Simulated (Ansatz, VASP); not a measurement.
**One calculation of Sr2Be, two programs**

File INCAR:

```
PREC     = Accurate       # precision mode
ENCUT    = 600            # plane-wave cutoff, eV
EDIFF    = 1E-7           # SCF threshold, eV
ISMEAR   = 0              # smearing method
SIGMA    = 0.1            # smearing width, eV
LREAL    = F              # projectors in reciprocal space
LASPH    = T              # aspherical terms in the spheres
NELM     = 120            # most SCF steps
ALGO     = Normal         # electronic algorithm
ISIF     = 3              # what is computed and relaxed
LWAVE    = F              # write WAVECAR
LCHARG   = F              # write CHGCAR
GGA      = PE             # functional
IBRION   = 2              # ionic algorithm
NSW      = 90             # ionic steps
EDIFFG   = -0.04          # ionic threshold
GGA_COMPAT= F            
NELMIN   = 4
```

File KPOINTS:

```
Automatic mesh
0
Gamma
  4 4 4
```

File POSCAR:

```
Sr2Be
1.0
    0.0000000000      4.1867706764      4.1867706764
    4.1867706764      0.0000000000      4.1867706764
    4.1867706764      4.1867706764      0.0000000000
Sr Be
4 2
Direct
    0.6250000000      0.6250000000      0.6250000000
    0.1250000000      0.6250000000      0.6250000000
    0.6250000000      0.6250000000      0.1250000000
    0.6250000000      0.1250000000      0.6250000000
    0.0000000000      0.0000000000      0.0000000000
    0.2500000000      0.2500000000      0.2500000000
```

Input for Ansatz:

```yaml
crystal:
  lattice:
    - [0.0, 4.1867706764, 4.1867706764]
    - [4.1867706764, 0.0, 4.1867706764]
    - [4.1867706764, 4.1867706764, 0.0]
  atoms:
    - { symbol: Sr, position: [0.625, 0.625, 0.625] }
    - { symbol: Sr, position: [0.125, 0.625, 0.625] }
    - { symbol: Sr, position: [0.625, 0.625, 0.125] }
    - { symbol: Sr, position: [0.625, 0.125, 0.625] }
    - { symbol: Be, position: [0.0, 0.0, 0.0] }
    - { symbol: Be, position: [0.25, 0.25, 0.25] }
basis:
  ecutwfc: 420
kpoints:
  mp_grid: { grid: [4, 4, 4] }
hamiltonian:
  xc: pbe
scf:
  occupations: { method: gaussian, width: 0.1 }
  lower_state_search: "off"
output:
  forces: true
  stress: true
  eigenvalues: true
relax:
  adjacent_minimum: "off"
  f_tol: 0.04
  max_steps: 70
  cell: { stress_tol: 0.4 }
```

Alike in both runs: task relaxation of cell and atoms; functional PBE; k mesh 4 × 4 × 4; occupations gaussian, width 0.1 eV; no spin polarisation.

|  | VASP | Ansatz |
| --- | --- | --- |
| version | VASP 6.6.1 | Ansatz 0.2.0 |
| potentials or method | VASP PAW PBE potentials, release 64 (Sr_sv, Be), cutoff 600 eV | scalar-relativistic, plane waves, PAW |
| valence electrons in the cell | 44 | 44 |

```tsv
	VASP	Ansatz	Ansatz less VASP
gap on the k mesh at the Fermi level, each at its own relaxed structure (eV)	none	none	-
relaxed volume (Å³/atom)	40.24	40.55	+0.306
relaxed length of the cell vector where the two differ most in proportion (Å)	6.990	7.007	+0.0177
```

A gap of «none» marks a metal or a gap that the smearing closes.

Noted on VASP's run: the volume moved by over 15 % at a fixed basis, so the end points are rough.
